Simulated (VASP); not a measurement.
Input of a VASP 6.6.1 run:

The input INCAR:

```
PREC = Accurate
ENCUT = 520
EDIFF = 1E-7
ISMEAR = 0
SIGMA = 0.05
LREAL = False
LASPH = True
NELM = 100
ALGO = Normal
ISIF = 2
LWAVE = False
LCHARG = False
GGA = CA
NBANDS = 11
```

KPOINTS

```
Automatic mesh
0
Gamma
  8 8 8
```

Contents of POSCAR:

```
MgS
1.0
    0.0000000000      2.6016500000      2.6016500000
    2.6016500000      0.0000000000      2.6016500000
    2.6016500000      2.6016500000      0.0000000000
Mg S
1 1
Direct
    0.0000000000      0.0000000000      0.0000000000
    0.4855860704      0.4855860704      0.5144139296
```

Potentials or basis: VASP PAW LDA potentials, release 64 (Mg, S).

Launch:

```bash
$ cat potpaw_LDA.64/Mg/POTCAR potpaw_LDA.64/S/POTCAR > POTCAR
$ mpirun -np 1 vasp_std > vasp.out
```

Problem. Estimate the pressure.

Solution. -3.7 GPa.

Problem. Predict the band gap on the k mesh.

Solution. 2.56 eV, indirect (least direct gap 3.49 eV).

Stress tensor (GPa, compression positive):
```
-3.89  0.00  0.00
 0.00 -3.89  0.00
 0.00  0.00 -3.21
```

Caveat: the cell differs from its parent crystal (all S atoms moved +0.075 Å, as atom 2 towards its neighbour atom 1 (Mg) at 2.602 Å). A k mesh can miss the band edges.
